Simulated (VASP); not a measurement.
Ag:

```
Ag
1.0
     0.00000    2.02904    2.02904
     2.02904    0.00000    2.02904
     2.02904    2.02904    0.00000
Ag
1
Direct
  0.00000 0.00000 0.00000
```

Base run:

* Program: VASP 6.6.1
* Functional: r2SCAN
* Potentials or basis: VASP PAW PBE potentials, release 64 (Ag)
* Cutoff: 520 eV
* k mesh: 11 × 11 × 11
* Occupations: fermi-dirac, width 0.05 eV
* Spin: no spin polarisation

Its results: pressure 3.7 GPa.

Question: After a change of settings the same cell gave: pressure 26.2 GPa. Which change was it?
A. dispersion from none to D4
B. functional from r2SCAN to revPBE
C. functional from r2SCAN to HF; k mesh from 11 × 11 × 11 to 6 × 6 × 6
D. functional from r2SCAN to PBE exchange alone; further incar settings from ALGO = Normal; EDIFF = 1e-06; NBANDS = 12 to ALGO = Fast; EDIFF = 1e-06; NBANDS = 12

Answer: D.

Caveats: the PAW data sets were made with another functional, which shifts forces and pressure a little (some runs).
